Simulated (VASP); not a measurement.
A run of VASP 6.6.1:

The input INCAR:

```
SYSTEM = Li3IF2
ALGO = Normal
EDIFF = 1E-6
ENCUT = 520
GGA = PE
ISIF = 2
ISMEAR = 0
LASPH = .TRUE.
LCHARG = .TRUE.
LELF = .TRUE.
LREAL = .FALSE.
LVHAR = .TRUE.
LWAVE = .FALSE.
NBANDS = 24
NELM = 80
PREC = Accurate
SIGMA = 0.1
```

KPOINTS

```
k-points
0
G
  4 4 4
  0 0 0
```

File POSCAR:

```
Li3IF2
1.0
    4.2804023918      0.0000000000      0.0000000000
    0.0140343315      5.6991571302      0.0000000000
    0.0960674827      2.8411242765      4.9454700288
Li I F
3 1 2
Direct
    0.3993246359      0.3736121164      0.6265516319
    0.4242826763      0.6241335728      0.0002662553
    0.4586058055      0.0000615211      0.3823211294
    0.8955020049      0.0013621423      0.9916589127
    0.4109705935      0.6667987350      0.6664366574
    0.4113142839      0.3340319124      0.3327654132
```

Potentials or basis: VASP PAW PBE potentials, release 64 (Li_sv, I, F).

Launch:

```console
$ cat potpaw_PBE.64/Li_sv/POTCAR potpaw_PBE.64/I/POTCAR potpaw_PBE.64/F/POTCAR > POTCAR
$ mpirun -np 1 vasp_std > vasp.out
```

Hardware: 1 thread of Intel(R) Xeon(R) 6975P-C (Granite Rapids) (shared host).

Problem. How long does it take, and how much memory?

Solution. It took 51 s on 1 thread of Intel(R) Xeon(R) 6975P-C (Granite Rapids) (shared host), peak memory 0.27 GiB. Counts: scf iterations 14, k points 36.
